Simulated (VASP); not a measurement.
# Ni2Ru (Fd-3m) in VASP: single point with PBE

Aim: the single point of Ni2Ru with PBE.

Program: VASP 6.6.1. These are calculated values, not measurements. Logs are shortened: lines on timing, memory, paths and dates and some standing lists are left out, and cuts for length are marked.

### Step 1. The cell of the first run

Symmetry: Fd-3m, No. 227, cubic system. The conventional cell has a = 6.584 Å, b = 6.584 Å, c = 6.584 Å, α = 90.00°, β = 90.00°, γ = 90.00°. Within 3.1 Å of Ni (site symmetry -3m) lie 6 Ni at 2.33 Å and 6 Ru at 2.73 Å. Within 3.6 Å of Ru (site symmetry -43m) lie 12 Ni at 2.73 Å and 4 Ru at 2.85 Å.

### Step 2. Single point, PBE, collinear spin, ferromagnetic start

INCAR reads:

```
SYSTEM = Ni2Ru
ALGO = Fast
EDIFF = 1E-7
ENCUT = 520
GGA = PE
ISIF = 2
ISMEAR = 0
ISPIN = 2
LASPH = .TRUE.
LCHARG = .FALSE.
LMAXMIX = 4
LORBIT = 11
LREAL = .FALSE.
LWAVE = .FALSE.
MAGMOM = 0.65 0.65 0.65 0.65 0.67 0.67
NBANDS = 47
NELM = 150
PREC = Accurate
SIGMA = 0.1
```

KPOINTS reads:

```
k-points
0
G
  10 10 10
  0 0 0
```

POSCAR reads:

```
Ni2Ru
1.0
    0.0000000000      3.2918327625      3.2918327625
    3.2918327625      0.0000000000      3.2918327625
    3.2918327625      3.2918327625      0.0000000000
Ni Ru
4 2
Direct
    0.1250000000      0.1250000000      0.1250000000
    0.6250000000      0.1250000000      0.1250000000
    0.1250000000      0.1250000000      0.6250000000
    0.1250000000      0.6250000000      0.1250000000
    0.5000000000      0.5000000000      0.5000000000
    0.7500000000      0.7500000000      0.7500000000
```

Potentials or basis: VASP PAW PBE potentials, release 64 (Ni, Ru_pv).

Launch:

```bash
> cat potpaw_PBE.64/Ni/POTCAR potpaw_PBE.64/Ru_pv/POTCAR > POTCAR
> mpirun -np 1 vasp_std > vasp.out
```

OUTCAR:

```text
SYSTEM = Ni2Ru
   EDIFF = 1E-7
   ENCUT = 520
   GGA = PE
   ISIF = 2
   ISMEAR = 0
   ISPIN = 2
   LASPH = .TRUE.
   LORBIT = 11
   LREAL = .FALSE.
   NELM = 150
   PREC = Accurate

 ion  position               nearest neighbor table
   1  0.125  0.125  0.125-   2 2.33   3 2.33   4 2.33   3 2.33   4 2.33   2 2.33   6 2.73   5 2.73
                             6 2.73   5 2.73   6 2.73   5 2.73
   2  0.625  0.125  0.125-   1 2.33   3 2.33   4 2.33   1 2.33   3 2.33   4 2.33   5 2.73   6 2.73
                             5 2.73   5 2.73   6 2.73   6 2.73
   3  0.125  0.125  0.625-   1 2.33   1 2.33   2 2.33   4 2.33   4 2.33   2 2.33   6 2.73   5 2.73
                             6 2.73   5 2.73   6 2.73   5 2.73
   4  0.125  0.625  0.125-   1 2.33   3 2.33   1 2.33   2 2.33   3 2.33   2 2.33   5 2.73   6 2.73
                             5 2.73   6 2.73   6 2.73   5 2.73
   5  0.500  0.500  0.500-   1 2.73   3 2.73   4 2.73   1 2.73   2 2.73   3 2.73   1 2.73   2 2.73
                             4 2.73   2 2.73   3 2.73   4 2.73   6 2.85   6 2.85   6 2.85   6 2.85
   6  0.750  0.750  0.750-   2 2.73   3 2.73   4 2.73   1 2.73   2 2.73   4 2.73   1 2.73   2 2.73
                             3 2.73   1 2.73   3 2.73   4 2.73   5 2.85   5 2.85   5 2.85   5 2.85

  LATTYP: Found a face centered cubic cell.
 ALAT       =     6.5836655250

  Lattice vectors:

 A1 = (   0.0000000000,   3.2918327625,   3.2918327625)
 A2 = (   3.2918327625,   0.0000000000,   3.2918327625)
 A3 = (   3.2918327625,   3.2918327625,   0.0000000000)

Analysis of symmetry for initial positions (statically):
=====================================================================
 Subroutine PRICEL returns:
 Original cell was already a primitive cell.

 Routine SETGRP: Setting up the symmetry group for a
 face centered cubic supercell.

 Subroutine GETGRP returns: Found 48 space group operations
 (whereof 24 operations were pure point group operations)
 out of a pool of 48 trial point group operations.

The static configuration has the point symmetry T_d .
 The point group associated with its full space group is O_h .

Analysis of symmetry for dynamics (positions and initial velocities):
=====================================================================
 Subroutine PRICEL returns:
 Original cell was already a primitive cell.

 Routine SETGRP: Setting up the symmetry group for a
 face centered cubic supercell.

 Subroutine GETGRP returns: Found 48 space group operations
 (whereof 24 operations were pure point group operations)
 out of a pool of 48 trial point group operations.

The dynamic configuration has the point symmetry T_d .
 The point group associated with its full space group is O_h .

Analysis of structural, dynamic, and magnetic symmetry:
=====================================================================
 Subroutine PRICEL returns:
 Original cell was already a primitive cell.

 Routine SETGRP: Setting up the symmetry group for a
[... 160 lines left out ...]
  free energy    TOTEN  =       -39.27376916 eV

  energy without entropy =      -39.24255368  energy(sigma->0) =      -39.25816142

 E-fermi :  10.5746     XC(G=0): -13.5394

 val. band max:       10.5689888066   @ k =  -0.4000   0.4000   0.0000
 cond. band min:      10.5849876468   @ k =   0.5000   0.2000   0.0000
 fundamental gap:      0.0159988402
 Fermi energy:        10.5745798658

 spin component 1

 k-point     1 :       0.0000    0.0000    0.0000
  band No.  band energies     occupation
      1     -32.5399      1.00000
      2     -32.5399      1.00000
      3     -32.5399      1.00000
      4     -32.3822      1.00000
      5     -32.3822      1.00000
      6     -32.3822      1.00000
[... 1165 lines left out ...]
     45      21.7993      0.00000
     46      21.8866      0.00000

 [... further k-points ...]

 spin component 2

 k-point     1 :       0.0000    0.0000    0.0000
  band No.  band energies     occupation
      1     -32.0693      1.00000
      2     -32.0693      1.00000
      3     -32.0693      1.00000
      4     -31.9088      1.00000
      5     -31.9088      1.00000
      6     -31.9088      1.00000
[... 1165 lines left out ...]
     45      21.9723      0.00000
     46      22.0484      0.00000

 [... further k-points ...]

 [bands above 46 left out]

------------------------ aborting loop because EDIFF is reached ----------------------------------------

  FORCE on cell =-STRESS in cart. coord.  units (eV):
  Direction    XX          YY          ZZ          XY          YZ          ZX
  --------------------------------------------------------------------------------------
  -------------------------------------------------------------------------------------
  Total       -0.1328248     -0.1328248     -0.1328248     -0.0000000     -0.0000000      0.0000000
  in kB       -2.9829541     -2.9829541     -2.9829541     -0.0000000     -0.0000000      0.0000000
  external PRESSURE =      -2.9829541 kB  Pullay stress =       0.0000000 kB

 VOLUME and BASIS-vectors are now :
 -----------------------------------------------------------------------------
  energy-cutoff  :      520.00
  volume of cell :       71.34
      direct lattice vectors                 reciprocal lattice vectors
     0.000000000  3.291832762  3.291832762    -0.151891070  0.151891070  0.151891070
     3.291832762  0.000000000  3.291832762     0.151891070 -0.151891070  0.151891070
     3.291832762  3.291832762  0.000000000     0.151891070  0.151891070 -0.151891070

 POSITION                                       TOTAL-FORCE (eV/Angst)
 -----------------------------------------------------------------------------------
      0.82296      0.82296      0.82296         0.000000     -0.000000     -0.000000
      0.82296      2.46887      2.46887         0.000000     -0.000000     -0.000000
      2.46887      2.46887      0.82296         0.000000     -0.000000     -0.000000
      2.46887      0.82296      2.46887         0.000000     -0.000000     -0.000000
      3.29183      3.29183      3.29183        -0.000000     -0.000000     -0.000000
      4.93775      4.93775      4.93775         0.000000      0.000000      0.000000
 -----------------------------------------------------------------------------------
    total drift:                                0.000000      0.000000      0.000000

  FREE ENERGIE OF THE ION-ELECTRON SYSTEM (eV)
  ---------------------------------------------------
  free  energy   TOTEN  =       -39.2737691610 eV

  energy  without entropy=      -39.2425536761  energy(sigma->0) =      -39.25816142

 total charge

# of ion       s       p       d       tot
------------------------------------------
    1        0.536   0.574   8.348   9.458
    2        0.536   0.574   8.348   9.458
    3        0.536   0.574   8.348   9.458
    4        0.536   0.574   8.348   9.458
    5        0.332   6.224   5.846  12.402
    6        0.332   6.224   5.846  12.402
--------------------------------------------------
tot          2.808  14.745  45.085  62.638

 magnetization (x)

# of ion       s       p       d       tot
------------------------------------------
    1       -0.007  -0.020   0.570   0.543
    2       -0.007  -0.020   0.570   0.543
    3       -0.007  -0.020   0.570   0.543
    4       -0.007  -0.020   0.570   0.543
    5       -0.001  -0.005   0.594   0.588
    6       -0.001  -0.005   0.594   0.588
--------------------------------------------------
tot         -0.029  -0.091   3.468   3.347
```

OSZICAR:

```text
N       E                     dE             d eps       ncg     rms          rms(c)
DAV:   1     0.702928820375E+03    0.70293E+03   -0.32200E+04  8924   0.196E+03
DAV:   2     0.137615947493E+02   -0.68917E+03   -0.65846E+03  8850   0.486E+02
DAV:   3    -0.433272290718E+02   -0.57089E+02   -0.52282E+02  9313   0.157E+02
[... 10 lines left out ...]
RMM:  14    -0.392737545088E+02   -0.30852E-04   -0.32490E-04 12120   0.106E-01    0.401E-02
RMM:  15    -0.392737654872E+02   -0.10978E-04   -0.76074E-05 13445   0.363E-02    0.203E-02
RMM:  16    -0.392737677828E+02   -0.22956E-05   -0.12257E-05 13279   0.147E-02    0.637E-03
RMM:  17    -0.392737686359E+02   -0.85311E-06   -0.33472E-06 13147   0.670E-03    0.391E-03
RMM:  18    -0.392737690826E+02   -0.44675E-06   -0.46162E-07  8582   0.333E-03    0.163E-03
RMM:  19    -0.392737691610E+02   -0.78355E-07   -0.13241E-07  6646   0.191E-03
   1 F= -.39273769E+02 E0= -.39258161E+02  d E =-.312155E-01  mag=     3.3353
```

Run time: 14 min. Hardware: 1 thread of Intel Xeon 8259CL, shared host; peak memory 0.39 GiB.

What came out:

* Free energy: -39.2738 eV
* Pressure: -0.3 GPa
* Net moment: 3.34 μB per cell
* Site moments: Ni +0.54; Ru +0.59 μB
* Valence electrons inside the program's atomic spheres: Ni 9.46; Ru 12.40

Levels at points of the mesh, in eV from the Fermi level:
Spin up:
```tsv
k point	band 32	band 33	band 34	band 35	band 36	band 37	band 38	band 39	band 40	band 41
(0.00, 0.00, 0.00)	-0.70	-0.27	-0.27	-0.27	0.25	0.25	0.91	4.99	4.99	4.99
(0.50, 0.00, 0.00)	-0.78	-0.68	-0.32	-0.32	-0.27	0.40	0.40	2.27	3.43	3.43
(0.50, 0.50, 0.00)	-0.81	-0.38	-0.38	0.09	0.09	0.20	0.20	1.38	1.38	3.66
```
Spin down:
| k point | band 30 | band 31 | band 32 | band 33 | band 34 | band 35 |
| --- | --- | --- | --- | --- | --- | --- |
| (0.00, 0.00, 0.00) | -0.15 | -0.15 | -0.15 | 0.57 | 0.57 | 0.57 |
| (0.50, 0.00, 0.00) | -0.65 | -0.65 | -0.51 | -0.23 | 0.36 | 0.36 |
| (0.50, 0.50, 0.00) | -0.84 | -0.34 | -0.34 | 0.21 | 0.21 | 0.60 |
